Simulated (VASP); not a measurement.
# AlN (F-43m) in VASP: a series of runs

Runs on AlN. Level: PBE. Tasks: single point.

Everything below comes from runs of VASP 6.6.1. Logs are shortened: lines on timing, memory, paths and dates and some standing lists are left out, and cuts for length are marked.

### Step 1. The cell of the first run

Symmetry: F-43m, No. 216, cubic system. Conventional cell: a = 4.403 Å, b = 4.403 Å, c = 4.403 Å, α = 90.00°, β = 90.00°, γ = 90.00°. Within 2.5 Å of Al (site symmetry -43m) lie 4 N at 1.91 Å. Within 2.5 Å of N (site symmetry -43m) lie 4 Al at 1.91 Å.

### Step 2. Single point, PBE

INCAR

```
SYSTEM = AlN
PREC = Accurate
ENCUT = 600
EDIFF = 1E-6
ISMEAR = 0
SIGMA = 0.1
LREAL = .False.
LASPH = .True.
NELM = 120
ALGO = Normal
ISIF = 2
LWAVE = .False.
LCHARG = .False.
GGA = PE
NBANDS = 16
GGA_COMPAT = .False.
```

KPOINTS

```
regular mesh
0
Gamma
  6 4 6
  0 0 0
```

POSCAR

```
AlN
1.0
    3.1130547766      0.0000000000      0.0000000000
    0.0000000000      4.4025242180      0.0000000000
    0.0000000000      0.0000000000      3.1130547273
Al N
2 2
Direct
    0.0000000000      0.0000000000      0.0000000000
    0.5000000000      0.5000000000      0.5000117000
    0.5000000000      0.2500000000      0.0000000000
    0.0000000000      0.7500000000      0.5000117000
```

Potentials or basis: VASP PAW PBE potentials, release 64 (Al, N).

Run with:

```console
$ cat potpaw_PBE.64/Al/POTCAR potpaw_PBE.64/N/POTCAR > POTCAR
$ mpirun -np 1 vasp_std > vasp.out
```

OUTCAR:

```text
SYSTEM = AlN
   PREC = Accurate
   ENCUT = 600
   EDIFF = 1E-6
   ISMEAR = 0
   LREAL = .False.
   LASPH = .True.
   NELM = 120
   ISIF = 2
   GGA = PE

 ion  position               nearest neighbor table
   1  0.000  0.000  0.000-   4 1.91   3 1.91   3 1.91   4 1.91   2 3.11   2 3.11   2 3.11   2 3.11
                             2 3.11   2 3.11   2 3.11   2 3.11
   2  0.500  0.500  0.500-   3 1.91   4 1.91   4 1.91   3 1.91   1 3.11   1 3.11   1 3.11   1 3.11
                             1 3.11   1 3.11   1 3.11   1 3.11
   3  0.500  0.250  0.000-   2 1.91   1 1.91   1 1.91   2 1.91
   4  0.000  0.750  0.500-   1 1.91   2 1.91   2 1.91   1 1.91

  LATTYP: Found a simple tetragonal cell.
 ALAT       =     3.1130547766
 C/A-ratio  =     1.4142135407

  Lattice vectors:

 A1 = (  -3.1130547766,   0.0000000000,   0.0000000000)
 A2 = (   0.0000000000,   0.0000000000,   3.1130547273)
 A3 = (   0.0000000000,   4.4025242180,   0.0000000000)

Analysis of symmetry for initial positions (statically):
=====================================================================
 Subroutine PRICEL returns:
 Original cell was already a primitive cell.

 Routine SETGRP: Setting up the symmetry group for a
 simple tetragonal supercell.

 Subroutine GETGRP returns: Found  4 space group operations
 (whereof  2 operations were pure point group operations)
 out of a pool of 16 trial point group operations.

The static configuration has the point symmetry C_1h.
 The point group associated with its full space group is C_2v.

Analysis of symmetry for dynamics (positions and initial velocities):
=====================================================================
 Subroutine PRICEL returns:
 Original cell was already a primitive cell.

 Routine SETGRP: Setting up the symmetry group for a
 simple tetragonal supercell.

 Subroutine GETGRP returns: Found  4 space group operations
 (whereof  2 operations were pure point group operations)
 out of a pool of 16 trial point group operations.

The dynamic configuration has the point symmetry C_1h.
 The point group associated with its full space group is C_2v.

 Subroutine INISYM returns: Found  4 space group operations
 (whereof  2 operations are pure point group operations),
 and found     1 'primitive' translations

----------------------------------------------------------------------------------------

                                     Primitive cell

  volume of cell :      42.6653

  direct lattice vectors                    reciprocal lattice vectors
     3.113054777  0.000000000  0.000000000     0.321227884  0.000000000  0.000000000
     0.000000000  4.402524218  0.000000000     0.000000000  0.227142419  0.000000000
     0.000000000  0.000000000  3.113054727     0.000000000  0.000000000  0.321227890

  length of vectors
     3.113054777  4.402524218  3.113054727     0.321227884  0.227142419  0.321227890

  position of ions in fractional coordinates (direct lattice)
     0.000000000  0.000000000  0.000000000
     0.500000000  0.500000000  0.500011700
     0.500000000  0.250000000  0.000000000
     0.000000000  0.750000000  0.500011700

  ion indices of the primitive-cell ions
   primitive index   ion index
                 1           1
                 2           2
                 3           3
                 4           4

----------------------------------------------------------------------------------------

 KPOINTS: regular mesh

Automatic generation of k-mesh.
 Grid dimensions read from file:
 generate k-points for:    6    4    6

 Generating k-lattice:

  Cartesian coordinates                     Fractional coordinates (reciprocal lattice)
     0.053537981  0.000000000  0.000000000     0.166666667  0.000000000  0.000000000
     0.000000000  0.056785605  0.000000000     0.000000000  0.250000000  0.000000000
     0.000000000  0.000000000  0.053537982     0.000000000  0.000000000  0.166666667

  Length of vectors
     0.053537981  0.056785605  0.053537982

  Shift w.r.t. Gamma in fractional coordinates (k-lattice)
     0.000000000  0.000000000  0.000000000

 Subroutine IBZKPT returns following result:
 ===========================================

 Found     48 irreducible k-points:

 Following reciprocal coordinates:
            Coordinates               Weight
  0.000000  0.000000  0.000000      1.000000
  0.166667  0.000000  0.000000      2.000000
  0.000000  0.000000 -0.166667      2.000000
  0.333333  0.000000  0.000000      2.000000
  0.000000  0.000000 -0.333333      2.000000
  0.500000  0.000000  0.000000      1.000000
[... 16 lines left out ...]
  0.333333  0.000000  0.166667      4.000000
  0.166667  0.000000 -0.333333      4.000000
 [... further k-points ...]
   k-points           NKPTS =     48   k-points in BZ     NKDIM =     48   number of bands    NBANDS=     16
   number of dos      NEDOS =    301   number of ions     NIONS =      4
   total plane-waves  NPLWV =  28224
   dimension x,y,z NGX =    28 NGY =   36 NGZ =   28
   dimension x,y,z NGXF=    56 NGYF=   72 NGZF=   56
   ions per type =               2   2
   NGX,Y,Z   is equivalent  to a cutoff of  14.95, 13.59, 14.95 a.u.
   NGXF,Y,Z  is equivalent  to a cutoff of  29.91, 27.19, 29.91 a.u.
 SYSTEM =  AlN
   PREC   = accura    normal or accurate (medium, high low for compatibility)
   ISTART =      0    job   : 0-new  1-cont  2-samecut
   ICHARG =      2    charge: 1-file 2-atom 10-const
   ISPIN  =      1    spin polarized calculation?
   LNONCOLLINEAR =      F non collinear calculations
   LSORBIT =      F    spin-orbit coupling
   LASPH  =      T    aspherical Exc in radial PAW
   ENCUT  =  600.0 eV  44.10 Ry    6.64 a.u.   6.22  8.79  6.22*2*pi/ulx,y,z
   NELM   =    120;   NELMIN=  2; NELMDL= -5     # of ELM steps
   EDIFF  = 0.1E-05   stopping-criterion for ELM
   LREAL  =      F    real-space projection
   EDIFFG = 0.1E-04   stopping-criterion for IOM
   NSW    =      0    number of steps for IOM
   IBRION =     -1    ionic relax: 0-MD 1-quasi-New 2-CG
   NFREE  =      0    steps in history (QN), initial steepest desc. (CG)
   ISIF   =      2    stress and relaxation
   ISYM   =      2    0-nonsym 1-usesym 2-fastsym
   POTIM  = 0.5000    time-step for ionic-motion
   TEBEG  =    0.0;   TEEND  =   0.0 temperature during run
   PSTRESS=    0.0 pullay stress
   NELECT =      16.0000    total number of electrons
   NUPDOWN=      -1.0000    fix difference up-down
   EMIN   =  10.00;   EMAX   =-10.00  energy-range for DOS
   EFERMI =   0.00;   METHOD = LEGACY
   ISMEAR =     0;   SIGMA  =   0.10  broadening in eV -4-tet -1-fermi 0-gaus
   EFERMI_NEDOS =   21; number of points for ismear=-14 and -15
   IALGO  =     38    algorithm
   IMIX   =      4    mixing-type and parameters
     AMIX     =   0.40;   BMIX     =  1.00
     AMIX_MAG =   1.60;   BMIX_MAG =  1.00
  volume/ion in A,a.u.               =      10.67        71.98
  Fermi-wavevector in a.u.,A,eV,Ry     =   1.180565  2.230943 18.962884  1.393733
  Thomas-Fermi vector in A             =   2.316855
   LORBIT       =      0    0 simple, 1 ext, 2 COOP (PROOUT), +10 PAW based schemes
   GGA     = PE    functional components
   LHFCALC =     F    Hartree Fock is set to
   AEXX    =    0.0000 exact exchange contribution
   IVDW    =     0    specifies the selected vdW correction
   LEPSILON=     F    determine dielectric tensor
   LRPA    =     F    only Hartree local field effects (RPA)
 non-spin polarized calculation
 Gauss-broadening in eV      SIGMA  =   0.10
  energy-cutoff  :      600.00
  volume of cell :       42.67
 maximum number of plane-waves:      1449
 NGX is ok and might be reduce to    28
   NGX = 13   NGY = 17   NGZ = 13

 number of electron      15.9999998 magnetization

 Free energy of the ion-electron system (eV)
  ---------------------------------------------------
  ext. energy  EPLUGINS =         0.00000000
  ---------------------------------------------------
  free energy    TOTEN  =       -29.69660713 eV

  energy without entropy =      -29.69660713  energy(sigma->0) =      -29.69660713

 E-fermi :   6.2725     XC(G=0): -10.8309

 val. band max:        5.7494460891   @ k =   0.0000   0.0000   0.0000
 cond. band min:       9.0547106397   @ k =   0.5000   0.0000   0.5000
 fundamental gap:      3.3052645506
 Fermi energy:         6.2725263764

 k-point     1 :       0.0000    0.0000    0.0000
  band No.  band energies     occupation
      1      -9.0964      2.00000
      2      -6.5039      2.00000
      3       0.9180      2.00000
      4       4.0006      2.00000
      5       4.0006      2.00000
      6       5.7494      2.00000
[... 8 lines left out ...]
     15      19.3912      0.00000
     16      21.1902      0.00000

 k-point     2 :       0.1667    0.0000    0.0000
  band No.  band energies     occupation
      1      -8.8352      2.00000
      2      -6.4918      2.00000
      3       1.2124      2.00000
      4       2.9326      2.00000
      5       4.1840      2.00000
      6       4.5048      2.00000
[... 8 lines left out ...]
     15      18.9641      0.00000
     16      20.4192      0.00000

 k-point     3 :       0.0000    0.0000   -0.1667
  band No.  band energies     occupation
      1      -8.8352      2.00000
      2      -6.4918      2.00000
      3       1.2124      2.00000
      4       2.9326      2.00000
      5       4.1840      2.00000
      6       4.5048      2.00000
[... 8 lines left out ...]
     15      18.9641      0.00000
     16      20.4192      0.00000
[... 362 lines left out ...]
 k-point    23 :       0.3333    0.0000    0.1667
  band No.  band energies     occupation
      1      -7.9040      2.00000
      2      -6.5556      2.00000
      3       1.6689      2.00000
      4       2.3717      2.00000
      5       2.5342      2.00000
      6       3.8176      2.00000
[... 8 lines left out ...]
     15      18.5086      0.00000
     16      19.2016      0.00000

 k-point    24 :       0.1667    0.0000   -0.3333
  band No.  band energies     occupation
      1      -7.9040      2.00000
      2      -6.5556      2.00000
      3       1.6689      2.00000
      4       2.3717      2.00000
      5       2.5342      2.00000
      6       3.8176      2.00000
[... 8 lines left out ...]
     15      18.5086      0.00000
     16      19.2016      0.00000

 [... further k-points ...]

------------------------ aborting loop because EDIFF is reached ----------------------------------------

  FORCE on cell =-STRESS in cart. coord.  units (eV):
  Direction    XX          YY          ZZ          XY          YZ          ZX
  --------------------------------------------------------------------------------------
  -------------------------------------------------------------------------------------
  Total       -0.0763855     -0.0872480     -0.0763808      0.0000000      0.0000000      0.0000000
  in kB       -2.8684430     -3.2763553     -2.8682670      0.0000000      0.0000000      0.0000000
  external PRESSURE =      -3.0043551 kB  Pullay stress =       0.0000000 kB

 VOLUME and BASIS-vectors are now :
 -----------------------------------------------------------------------------
  energy-cutoff  :      600.00
  volume of cell :       42.67
      direct lattice vectors                 reciprocal lattice vectors
     3.113054777  0.000000000  0.000000000     0.321227884  0.000000000  0.000000000
     0.000000000  4.402524218  0.000000000     0.000000000  0.227142419  0.000000000
     0.000000000  0.000000000  3.113054727     0.000000000  0.000000000  0.321227890

 POSITION                                       TOTAL-FORCE (eV/Angst)
 -----------------------------------------------------------------------------------
      0.00000      0.00000      0.00000         0.000000      0.000000      0.000452
      1.55653      2.20126      1.55656         0.000000      0.000000     -0.000452
      1.55653      1.10063      0.00000         0.000000     -0.000000      0.000485
      0.00000      3.30189      1.55656         0.000000     -0.000000     -0.000485
 -----------------------------------------------------------------------------------
    total drift:                                0.000000     -0.000001     -0.000000

  FREE ENERGIE OF THE ION-ELECTRON SYSTEM (eV)
  ---------------------------------------------------
  free  energy   TOTEN  =       -29.6966071348 eV

  energy  without entropy=      -29.6966071348  energy(sigma->0) =      -29.69660713
```

Wall time 28 s (1 thread of Intel Xeon Platinum 8375C at 2.90GHz (Ice Lake), shared host); peak memory 0.18 GiB.

Results:

```
Free energy            : -29.6966 eV
Pressure               : -0.3 GPa
Band gap on the k mesh : 3.31 eV
```

Levels at points of the mesh, in eV from the valence-band top:
```tsv
k point	band 4	band 5	band 6	band 7	band 8	band 9	band 10	band 11	band 12	band 13
(0.00, 0.00, 0.00)	-1.75	-1.75	0.00	0.00	0.00	3.31	3.99	8.47	12.33	12.33
(0.50, 0.00, 0.00)	-4.30	-2.44	-2.44	-0.52	-0.52	7.71	7.71	9.03	9.03	11.42
(0.00, 0.00, 0.50)	-4.30	-2.44	-2.44	-0.52	-0.52	7.71	7.71	9.03	9.03	11.42
(0.00, 0.50, 0.00)	-2.87	-0.96	-0.96	-0.96	-0.96	5.85	5.85	10.06	10.06	11.32
(0.50, 0.50, 0.00)	-5.76	-0.48	-0.48	-0.48	-0.48	7.17	7.17	9.70	9.70	11.00
(0.00, 0.50, 0.50)	-5.76	-0.48	-0.48	-0.48	-0.48	7.17	7.17	9.70	9.70	11.00
(0.50, 0.00, 0.50)	-4.83	-1.75	-1.75	-1.75	-1.75	3.31	3.31	8.47	8.47	13.64
(0.50, 0.50, 0.50)	-3.75	-3.36	-3.36	-2.64	-2.64	5.99	5.99	11.29	11.29	11.75
```

A k mesh can miss the band edges.

### Step 3. Single point, PBE

INCAR

```
SYSTEM = AlN
  PREC = Accurate
  ENCUT = 600
  EDIFF = 1E-6
  ISMEAR = 0
  SIGMA = 0.02
  LREAL = .False.
  LASPH = .True.
  NELM = 120
  ALGO = Normal
  ISIF = 2
  LWAVE = .False.
  LCHARG = .False.
  GGA = PE
  NBANDS = 16
  GGA_COMPAT = .False.
```

KPOINTS

```
regular mesh
0
Gamma
  8 6 8
  0 0 0
```

POSCAR

```
AlN
1.0
    3.1130547520      0.0000000000      0.0000000000
    0.0000000000      4.4025242180      0.0000000000
    0.0000000000      0.0000000000      3.1130547520
Al N
2 2
Direct
    0.0000000000      0.0000000000      0.0000058500
    0.5000000000      0.5000000000      0.5000058500
    0.5000000000      0.2500000000      0.0000058500
    0.0000000000      0.7500000000      0.5000058500
```

Potentials or basis: VASP PAW PBE potentials, release 64 (Al, N).

Run with:

```console
$ cat potpaw_PBE.64/Al/POTCAR potpaw_PBE.64/N/POTCAR > POTCAR
$ mpirun -np 1 vasp_std > vasp.out
```

Run time: 35 s. Hardware: 1 thread of Intel Xeon Platinum 8375C at 2.90GHz (Ice Lake), shared host; peak memory 0.18 GiB.

Results (log left out):

```
Free energy            : -29.6978 eV
Pressure               : -0.3 GPa
Band gap on the k mesh : 3.31 eV
```

Levels at points of the mesh, in eV from the valence-band top:
```csv
k point,band 5,band 6,band 7,band 8,band 9,band 10,band 11,band 12
"(0.00, 0.00, 0.00)",-1.75,0.00,0.00,0.00,3.31,3.99,8.47,12.33
"(0.50, 0.00, 0.00)",-2.44,-2.44,-0.52,-0.52,7.71,7.71,9.03,9.03
"(0.00, 0.50, 0.00)",-0.96,-0.96,-0.96,-0.96,5.85,5.85,10.06,10.06
"(0.50, 0.50, 0.00)",-0.48,-0.48,-0.48,-0.48,7.17,7.17,9.70,9.70
"(0.50, 0.00, 0.50)",-1.75,-1.75,-1.75,-1.75,3.31,3.31,8.47,8.47
"(0.50, 0.50, 0.50)",-3.36,-3.36,-2.64,-2.64,5.99,5.99,11.29,11.29
```

A k mesh can miss the band edges.
